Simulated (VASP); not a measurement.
The system is MgB2.

```
CELL_PARAMETERS angstrom
3.07215 0.00000 0.00000
-1.53607 2.66056 0.00000
0.00000 0.00000 3.49936
ATOMIC_POSITIONS crystal
Mg 0.00000 0.00000 0.00000
B 0.33333 0.66667 0.50000
B 0.66667 0.33333 0.50000
```

Base run:

* Program: VASP 6.6.1
* Functional: r2SCAN
* Potentials or basis: VASP PAW PBE potentials, release 64 (Mg, B)
* Cutoff: 520 eV
* k mesh: 12 × 12 × 10
* Occupations: gaussian, width 0.05 eV
* Spin: no spin polarisation

Its results: band gap on the k mesh zero (band 4 reaches 7.30 eV, above the bottom of band 5 at 3.25 eV); pressure -0.5 GPa.

The run is repeated on the same cell with these changes: functional from r2SCAN to PBE; further incar settings from ALGO = Normal; EDIFF = 1e-07; NBANDS = 11 to ALGO = Normal; EDIFF = 1e-06; NBANDS = 11. What comes out?

Band gap on the k mesh zero (band 4 reaches 7.18 eV, above the bottom of band 5 at 3.33 eV); pressure 0.9 GPa.

Caveats: the PAW data sets were made with another functional, which shifts forces and pressure a little (some runs).
